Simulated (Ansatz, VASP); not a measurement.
## Si in VASP and in Ansatz

```
CELL_PARAMETERS angstrom
0.00000 2.79693 2.71547
2.79693 0.00000 2.71547
2.79693 2.79693 0.00000
ATOMIC_POSITIONS crystal
Si 0.50000 0.50000 0.50000
Si 0.75000 0.75000 0.75000
```

Change from the starting cell: x and y stretched by +3 %, z held, crystal datasets.

Alike in both runs: task electric field gradients; functional PBE; k mesh 11 × 11 × 11; occupations fermi-dirac, width 0.08 eV; no spin polarisation.

```csv
,VASP,Ansatz
version,VASP 6.6.1,Ansatz 0.2.0
potentials or method,"VASP PAW PBE potentials, release 64 (Si), cutoff 520 eV","all-electron PAW with datasets made for the crystal, scalar-relativistic"
```

```tsv
	VASP	Ansatz	Ansatz less VASP
pressure (GPa)	-3.2	-3.1	+0.05
traceless stress, the component that is largest in VASP (GPa)	1.79	1.78	-0.004
size of Vzz on the site where it differs most (V/Å²)	0.4	0.4	+0.04
```

Ansatz ran all-electron here, and VASP with PAW potentials.
